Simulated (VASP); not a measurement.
# EuS (Fm-3m) in VASP: further runs

Runs on EuS. Level: PBE+U. Tasks: single point, relaxation of cell and atoms.

Everything below comes from runs of VASP 6.6.1. Logs are shortened: lines on timing, memory, paths and dates and some standing lists are left out, and cuts for length are marked.

### 1 The cell of the first run

It takes space group Fm-3m (No. 225, cubic). Conventional cell: a = 5.986 Å, b = 5.986 Å, c = 5.986 Å, α = 90.00°, β = 90.00°, γ = 90.00°. Within 3.9 Å of Eu (site symmetry m-3m) lie 6 S at 2.99 Å. S (site symmetry m-3m) has 6 Eu at 2.99 Å within 3.9 Å.

### 2 Single point, PBE+U, collinear spin, ferromagnetic start

File INCAR:

```
  PREC = Accurate
  ENCUT = 600
  EDIFF = 1E-6
  ISMEAR = 0
  SIGMA = 0.02
  LREAL = F
  LASPH = T
  NELM = 200
  ALGO = Normal
  ISIF = 2
  LWAVE = F
  LCHARG = F
  ISPIN = 2
  MAGMOM = 7.55 0
  LORBIT = 11
  LMAXMIX = 6
  LDAU = T
  LDAUTYPE = 2
  LDAUL = 3 -1
  LDAUU = 6 0
  LDAUJ = 0 0
  LDAUPRINT = 1
  GGA = PE
  NBANDS = 22
  GGA_COMPAT = F
```

File KPOINTS:

```
Automatic mesh
0
Gamma
  8 8 8
```

File POSCAR:

```
EuS
1.0
    0.0000000000      2.9932267590      2.9932267590
    2.9932267590      0.0000000000      2.9932267590
    2.9932267590      2.9932267590      0.0000000000
Eu S
1 1
Direct
    0.5000000000      0.5000000000      0.5000000000
    0.0000000000      0.0000000000      0.0000000000
```

Potentials or basis: VASP PAW PBE potentials, release 64 (Eu, S).

Command:

```sh
$ cat potpaw_PBE.64/Eu/POTCAR potpaw_PBE.64/S/POTCAR > POTCAR
$ mpirun -np 1 vasp_std > vasp.out
```

OUTCAR:

```text
PREC = Accurate
   ENCUT = 600
   EDIFF = 1E-6
   ISMEAR = 0
   LREAL = F
   LASPH = T
   NELM = 200
   ISIF = 2
   ISPIN = 2
   LORBIT = 11
   GGA = PE

 ion  position               nearest neighbor table
   1  0.500  0.500  0.500-   2 2.99   2 2.99   2 2.99   2 2.99   2 2.99   2 2.99
   2  0.000  0.000  0.000-   1 2.99   1 2.99   1 2.99   1 2.99   1 2.99   1 2.99

  LATTYP: Found a face centered cubic cell.
 ALAT       =     5.9864535180

  Lattice vectors:

 A1 = (   0.0000000000,   2.9932267590,   2.9932267590)
 A2 = (   2.9932267590,   0.0000000000,   2.9932267590)
 A3 = (   2.9932267590,   2.9932267590,   0.0000000000)

Analysis of symmetry for initial positions (statically):
=====================================================================
 Subroutine PRICEL returns:
 Original cell was already a primitive cell.

 Routine SETGRP: Setting up the symmetry group for a
 face centered cubic supercell.

 Subroutine GETGRP returns: Found 48 space group operations
 (whereof 48 operations were pure point group operations)
 out of a pool of 48 trial point group operations.

The static configuration has the point symmetry O_h .

Analysis of symmetry for dynamics (positions and initial velocities):
=====================================================================
 Subroutine PRICEL returns:
 Original cell was already a primitive cell.

 Routine SETGRP: Setting up the symmetry group for a
 face centered cubic supercell.

 Subroutine GETGRP returns: Found 48 space group operations
 (whereof 48 operations were pure point group operations)
 out of a pool of 48 trial point group operations.

The dynamic configuration has the point symmetry O_h .

Analysis of structural, dynamic, and magnetic symmetry:
=====================================================================
 Subroutine PRICEL returns:
 Original cell was already a primitive cell.

 Routine SETGRP: Setting up the symmetry group for a
 face centered cubic supercell.

 Subroutine GETGRP returns: Found 48 space group operations
 (whereof 48 operations were pure point group operations)
 out of a pool of 48 trial point group operations.

The overall configuration has the point symmetry O_h .

 Subroutine INISYM returns: Found 48 space group operations
 (whereof 48 operations are pure point group operations),
 and found     1 'primitive' translations

----------------------------------------------------------------------------------------

                                     Primitive cell

  volume of cell :      53.6351

  direct lattice vectors                    reciprocal lattice vectors
     0.000000000  2.993226759  2.993226759    -0.167043809  0.167043809  0.167043809
     2.993226759  0.000000000  2.993226759     0.167043809 -0.167043809  0.167043809
     2.993226759  2.993226759  0.000000000     0.167043809  0.167043809 -0.167043809

  length of vectors
[... 114 lines left out ...]
   IVDW    =     0    specifies the selected vdW correction
   LEPSILON=     F    determine dielectric tensor
   LRPA    =     F    only Hartree local field effects (RPA)
 spin polarized calculation
 Gauss-broadening in eV      SIGMA  =   0.02
  energy-cutoff  :      600.00
  volume of cell :       53.64
 maximum number of plane-waves:      1812
 NGX is ok and might be reduce to    36
   NGX = 17   NGY = 17   NGZ = 17

atom =   1  type =  1  l = 3

 onsite density matrix

spin component  1

  0.9752  0.0000 -0.0009 -0.0000 -0.0000  0.0000  0.0000
  0.0000  0.9758 -0.0000 -0.0000 -0.0000 -0.0000  0.0000
 -0.0009 -0.0000  0.9757  0.0000  0.0000 -0.0000  0.0000
 -0.0000 -0.0000  0.0000  0.9746  0.0000 -0.0000  0.0000
 -0.0000 -0.0000  0.0000  0.0000  0.9757 -0.0000  0.0009
  0.0000 -0.0000 -0.0000 -0.0000 -0.0000  0.9764 -0.0000
  0.0000  0.0000  0.0000  0.0000  0.0009 -0.0000  0.9752

spin component  2

  0.0018 -0.0000  0.0008  0.0000 -0.0000  0.0000 -0.0000
 -0.0000  0.0000  0.0000 -0.0000  0.0000 -0.0000 -0.0000
  0.0008  0.0000  0.0013 -0.0000  0.0000  0.0000 -0.0000
  0.0000 -0.0000 -0.0000  0.0024 -0.0000 -0.0000 -0.0000
 -0.0000  0.0000  0.0000 -0.0000  0.0013  0.0000 -0.0008
  0.0000 -0.0000  0.0000 -0.0000  0.0000  0.0007  0.0000
 -0.0000 -0.0000 -0.0000 -0.0000 -0.0008  0.0000  0.0018

 occupancies and eigenvectors

  o =  0.0000  v =  0.0000  0.0000  0.0000  0.0000  0.0000  0.0000  0.0000  0.0000  1.0000 -0.0000  0.0000 -0.0000  0.0000  0.0000      0.0000  0.0000  0.0000  0.0000  0.0000  0.0000  0.0000  0.0000  0.0000  0.0000  0.0000  0.0000  0.0000  0.0000
  o =  0.0007  v =  0.0000  0.0000  0.0000  0.0000  0.0000  0.0000  0.0000  0.0003 -0.0000 -0.0004 -0.0000  0.7906 -0.0003  0.6124      0.0000  0.0000  0.0000  0.0000  0.0000  0.0000  0.0000  0.0000  0.0000  0.0000  0.0000  0.0000  0.0000  0.0000
  o =  0.0007  v =  0.0000  0.0000  0.0000  0.0000  0.0000  0.0000  0.0000 -0.6124  0.0000  0.7906  0.0000  0.0004 -0.0009  0.0003      0.0000  0.0000  0.0000  0.0000  0.0000  0.0000  0.0000  0.0000  0.0000  0.0000  0.0000  0.0000  0.0000  0.0000
  o =  0.0007  v =  0.0000  0.0000  0.0000  0.0000  0.0000  0.0000  0.0000 -0.0005 -0.0000  0.0007  0.0000  0.0002  1.0000  0.0002      0.0000  0.0000  0.0000  0.0000  0.0000  0.0000  0.0000  0.0000  0.0000  0.0000  0.0000  0.0000  0.0000  0.0000
  o =  0.0024  v =  0.0000  0.0000  0.0000  0.0000  0.0000  0.0000  0.0000  0.0005 -0.0000  0.0004 -0.0004 -0.6124 -0.0000  0.7906      0.0000  0.0000  0.0000  0.0000  0.0000  0.0000  0.0000  0.0000  0.0000  0.0000  0.0000  0.0000  0.0000  0.0000
  o =  0.0024  v =  0.0000  0.0000  0.0000  0.0000  0.0000  0.0000  0.0000  0.7906  0.0000  0.6124 -0.0001  0.0004  0.0000 -0.0005      0.0000  0.0000  0.0000  0.0000  0.0000  0.0000  0.0000  0.0000  0.0000  0.0000  0.0000  0.0000  0.0000  0.0000
  o =  0.0024  v =  0.0000  0.0000  0.0000  0.0000  0.0000  0.0000  0.0000  0.0001 -0.0000  0.0001  1.0000 -0.0002 -0.0000  0.0003      0.0000  0.0000  0.0000  0.0000  0.0000  0.0000  0.0000  0.0000  0.0000  0.0000  0.0000  0.0000  0.0000  0.0000
  o =  0.9746  v = -0.0001  0.0000 -0.0001  0.9999 -0.0082 -0.0000  0.0105  0.0000  0.0000  0.0000  0.0000  0.0000  0.0000  0.0000      0.0000  0.0000  0.0000  0.0000  0.0000  0.0000  0.0000  0.0000  0.0000  0.0000  0.0000  0.0000  0.0000  0.0000
  o =  0.9746  v =  0.7906  0.0000  0.6124  0.0001  0.0009  0.0000 -0.0012  0.0000  0.0000  0.0000  0.0000  0.0000  0.0000  0.0000      0.0000  0.0000  0.0000  0.0000  0.0000  0.0000  0.0000  0.0000  0.0000  0.0000  0.0000  0.0000  0.0000  0.0000
  o =  0.9746  v = -0.0012  0.0000 -0.0010  0.0133  0.6123  0.0000 -0.7905  0.0000  0.0000  0.0000  0.0000  0.0000  0.0000  0.0000      0.0000  0.0000  0.0000  0.0000  0.0000  0.0000  0.0000  0.0000  0.0000  0.0000  0.0000  0.0000  0.0000  0.0000
  o =  0.9758  v = -0.0000  1.0000  0.0000 -0.0000 -0.0000  0.0000  0.0000  0.0000  0.0000  0.0000  0.0000  0.0000  0.0000  0.0000      0.0000  0.0000  0.0000  0.0000  0.0000  0.0000  0.0000  0.0000  0.0000  0.0000  0.0000  0.0000  0.0000  0.0000
  o =  0.9764  v =  0.0002  0.0000 -0.0003 -0.0000  0.0087 -0.9999  0.0067  0.0000  0.0000  0.0000  0.0000  0.0000  0.0000  0.0000      0.0000  0.0000  0.0000  0.0000  0.0000  0.0000  0.0000  0.0000  0.0000  0.0000  0.0000  0.0000  0.0000  0.0000
  o =  0.9764  v = -0.6124 -0.0000  0.7906 -0.0000 -0.0023 -0.0004 -0.0018  0.0000  0.0000  0.0000  0.0000  0.0000  0.0000  0.0000      0.0000  0.0000  0.0000  0.0000  0.0000  0.0000  0.0000  0.0000  0.0000  0.0000  0.0000  0.0000  0.0000  0.0000
  o =  0.9764  v = -0.0018 -0.0000  0.0023  0.0000  0.7905  0.0110  0.6123  0.0000  0.0000  0.0000  0.0000  0.0000  0.0000  0.0000      0.0000  0.0000  0.0000  0.0000  0.0000  0.0000  0.0000  0.0000  0.0000  0.0000  0.0000  0.0000  0.0000  0.0000

 number of electron      22.9999997 magnetization       6.9999952

 Free energy of the ion-electron system (eV)
  ---------------------------------------------------
  ext. energy  EPLUGINS =         0.00000000
  ---------------------------------------------------
  free energy    TOTEN  =       -19.14546665 eV

  energy without entropy =      -19.14546665  energy(sigma->0) =      -19.14546665

 E-fermi :   3.3054     XC(G=0):  -9.4847

 val. band max:        3.1066144332   @ k =   0.0000   0.0000   0.0000
 cond. band min:       3.6055515889   @ k =   0.5000   0.5000   0.0000
 fundamental gap:      0.4989371556
 Fermi energy:         3.3054379045

 spin component 1

 k-point     1 :       0.0000    0.0000    0.0000
  band No.  band energies     occupation
      1     -36.5136      1.00000
      2     -15.3975      1.00000
      3     -15.3975      1.00000
      4     -15.3975      1.00000
      5      -9.2067      1.00000
      6       1.1818      1.00000
[... 1193 lines left out ...]
     21      13.1985      0.00000
     22      13.3504      0.00000

 [... further k-points ...]

------------------------ aborting loop because EDIFF is reached ----------------------------------------

  FORCE on cell =-STRESS in cart. coord.  units (eV):
  Direction    XX          YY          ZZ          XY          YZ          ZX
  --------------------------------------------------------------------------------------
  -------------------------------------------------------------------------------------
  Total        0.1008667      0.1008667      0.1008667     -0.0000000      0.0000000     -0.0000000
  in kB        3.0130729      3.0130729      3.0130729     -0.0000000      0.0000000     -0.0000000
  external PRESSURE =       3.0130729 kB  Pullay stress =       0.0000000 kB

 VOLUME and BASIS-vectors are now :
 -----------------------------------------------------------------------------
  energy-cutoff  :      600.00
  volume of cell :       53.64
      direct lattice vectors                 reciprocal lattice vectors
     0.000000000  2.993226759  2.993226759    -0.167043809  0.167043809  0.167043809
     2.993226759  0.000000000  2.993226759     0.167043809 -0.167043809  0.167043809
     2.993226759  2.993226759  0.000000000     0.167043809  0.167043809 -0.167043809

 POSITION                                       TOTAL-FORCE (eV/Angst)
 -----------------------------------------------------------------------------------
      2.99323      2.99323      2.99323         0.000000      0.000000      0.000000
      0.00000      0.00000      0.00000         0.000000      0.000000     -0.000000
 -----------------------------------------------------------------------------------
    total drift:                                0.000000      0.000000      0.000000

  FREE ENERGIE OF THE ION-ELECTRON SYSTEM (eV)
  ---------------------------------------------------
  free  energy   TOTEN  =       -19.1454666513 eV

  energy  without entropy=      -19.1454666513  energy(sigma->0) =      -19.14546665

 total charge

# of ion       s       p       d       f       tot
--------------------------------------------------
    1        2.029   5.788   0.237   6.830  14.884
    2        1.316   2.446   0.000   0.000   3.763
--------------------------------------------------
tot          3.345   8.234   0.237   6.830  18.647

 magnetization (x)

# of ion       s       p       d       f       tot
--------------------------------------------------
    1       -0.016  -0.118   0.044   6.813   6.723
    2       -0.006  -0.055   0.000   0.000  -0.061
--------------------------------------------------
tot         -0.022  -0.173   0.044   6.813   6.662
```

It took 1.9 min on 1 thread of Intel Xeon Platinum 8259CL at 2.50GHz (Skylake/Cascade Lake), shared host; peak memory 0.29 GiB.

Results:

```yaml
Free_energy: -19.1455 eV
Pressure: 0.3 GPa
Band_gap_on_the_k_mesh: 0.50 eV, indirect (least direct gap 0.77 eV)
Net_moment: 7.00 μB per cell
Site_moments: Eu +6.72; S -0.06 μB
Valence_electrons_inside_the_program's_atomic_spheres: Eu 14.88; S 3.76
```

Levels at points of the mesh, in eV from the valence-band top:
Spin up:
```tsv
k point	band 12	band 13	band 14	band 15	band 16	band 17	band 18	band 19
(0.00, 0.00, 0.00)	-0.56	0.00	0.00	0.00	2.01	2.40	2.40	2.40
(0.50, 0.00, 0.00)	-0.59	-0.59	-0.56	-0.56	4.10	4.52	5.01	5.01
(0.50, 0.50, 0.00)	-0.61	-0.58	-0.27	-0.27	0.50	4.42	4.42	5.81
```
Spin down:
| k point | band 5 | band 6 | band 7 | band 8 | band 9 | band 10 | band 11 | band 12 |
| --- | --- | --- | --- | --- | --- | --- | --- | --- |
| (0.00, 0.00, 0.00) | -12.32 | -1.45 | -1.45 | -1.45 | 2.44 | 3.05 | 3.05 | 3.05 |
| (0.50, 0.00, 0.00) | -11.34 | -4.00 | -2.60 | -2.60 | 4.26 | 5.20 | 5.98 | 5.98 |
| (0.50, 0.50, 0.00) | -11.99 | -2.61 | -1.82 | -1.82 | 1.01 | 5.02 | 5.26 | 6.74 |

Eigenvalues of the final occupation matrices:
```csv
site,spin,trace,eigenvalues
site 1 f,1,6.83,0.97 0.97 0.97 0.98 0.98 0.98 0.98
site 1 f,2,0.01,0.00 0.00 0.00 0.00 0.00 0.00 0.00
```

Caveat: spin-orbit coupling is left out, which moves the levels of the heavy elements; a cell with one magnetic atom can't hold antiferromagnetic order, which such compounds often take. A k mesh can miss the band edges.

### 3 Relaxation of cell and atoms, PBE+U, collinear spin, ferromagnetic start

This run uses another cell than the first one, of 26.42 Å³/atom, 0.985 times its volume.

File INCAR:

```
SYSTEM = EuS
PREC = Accurate
ENCUT = 600
EDIFF = 1E-7
ISMEAR = 0
SIGMA = 0.02
LREAL = .False.
LASPH = .True.
NELM = 200
ALGO = Normal
ISIF = 3
LWAVE = .False.
LCHARG = .False.
ISPIN = 2
MAGMOM = 7.55 0
LORBIT = 11
LMAXMIX = 6
LDAU = .True.
LDAUTYPE = 2
LDAUL = 3 -1
LDAUU = 6 0
LDAUJ = 0 0
LDAUPRINT = 1
GGA = PE
IBRION = 2
NSW = 100
EDIFFG = -0.005
GGA_COMPAT = .False.
NELMIN = 4
```

File KPOINTS:

```
regular mesh
0
Gamma
  8 8 8
  0 0 0
```

File POSCAR:

```
EuS
1.0
    0.0000000000      2.9785018670      2.9785018670
    2.9785018670      0.0000000000      2.9785018670
    2.9785018670      2.9785018670      0.0000000000
Eu S
1 1
Direct
    0.5000000000      0.5000000000      0.5000000000
    0.0000000000      0.0000000000      0.0000000000
```

Potentials or basis: VASP PAW PBE potentials, release 64 (Eu, S).

Command:

```sh
$ cat potpaw_PBE.64/Eu/POTCAR potpaw_PBE.64/S/POTCAR > POTCAR
$ mpirun -np 1 vasp_std > vasp.out
```

Run time: 4.3 min. Hardware: 1 thread of Intel Xeon Platinum 8259CL at 2.50GHz (Skylake/Cascade Lake), shared host; peak memory 0.29 GiB.

Results (log left out):

```
Free energy                                           : -19.1456 eV
Relaxed volume                                        : 26.96 Å³/atom
Relaxed cell                                          : a = 4.241 Å, b = 4.241 Å, c = 4.241 Å, α = 60.00°, β = 60.00°, γ = 60.00°
Space group after relaxing (to 0.05 Å)                : Fm-3m (No. 225)
Energy gained by relaxing                             : 1.7 meV/atom
Ionic steps                                           : 3
Pressure after relaxing                               : 0.0 GPa
Band gap on the k mesh                                : 0.53 eV, indirect (least direct gap 0.79 eV)
Net moment                                            : 7.00 μB per cell
Site moments                                          : Eu +6.72; S -0.06 μB
Valence electrons inside the program's atomic spheres : Eu 14.88; S 3.76
```

The path:
```
step  energy change (eV)  largest force (eV/Å)  pressure (GPa)  volume (Å³)
   1              0.0000                0.0000            1.04        52.85
   2             -0.0034                0.0000           -0.24        54.17
   3             -0.0035                0.0000            0.01        53.93
```

Final structure:
```yaml
crystal:
  lattice:
    - [0.00000, 2.99864, 2.99864]
    - [2.99864, 0.00000, 2.99864]
    - [2.99864, 2.99864, 0.00000]
  atoms:
    - { symbol: Eu, position: [0.50000, 0.50000, 0.50000] }
    - { symbol: S, position: [0.00000, 0.00000, 0.00000] }
```

Levels at points of the mesh, in eV from the valence-band top:
Spin up:
```tsv
k point	band 11	band 12	band 13	band 14	band 15	band 16	band 17	band 18	band 19
(0.00, 0.00, 0.00)	-0.56	-0.56	0.00	0.00	0.00	1.99	2.42	2.42	2.42
(0.50, 0.00, 0.00)	-0.66	-0.58	-0.58	-0.56	-0.55	4.10	4.52	5.00	5.00
(0.50, 0.50, 0.00)	-0.60	-0.60	-0.58	-0.27	-0.27	0.53	4.41	4.42	5.80
```
Spin down:
```csv
k point,band 5,band 6,band 7,band 8,band 9,band 10,band 11,band 12
"(0.00, 0.00, 0.00)",-12.30,-1.44,-1.44,-1.44,2.43,3.06,3.06,3.06
"(0.50, 0.00, 0.00)",-11.33,-3.97,-2.58,-2.58,4.26,5.20,5.97,5.97
"(0.50, 0.50, 0.00)",-11.97,-2.60,-1.80,-1.80,1.04,5.00,5.27,6.73
```

Eigenvalues of the final occupation matrices:
| site | spin | trace | eigenvalues |
| --- | --- | --- | --- |
| site 1 f | 1 | 6.83 | 0.97 0.97 0.97 0.98 0.98 0.98 0.98 |
| site 1 f | 2 | 0.01 | 0.00 0.00 0.00 0.00 0.00 0.00 0.00 |

Caveat: spin-orbit coupling is left out, which moves the levels of the heavy elements; a cell with one magnetic atom can't hold antiferromagnetic order, which such compounds often take.
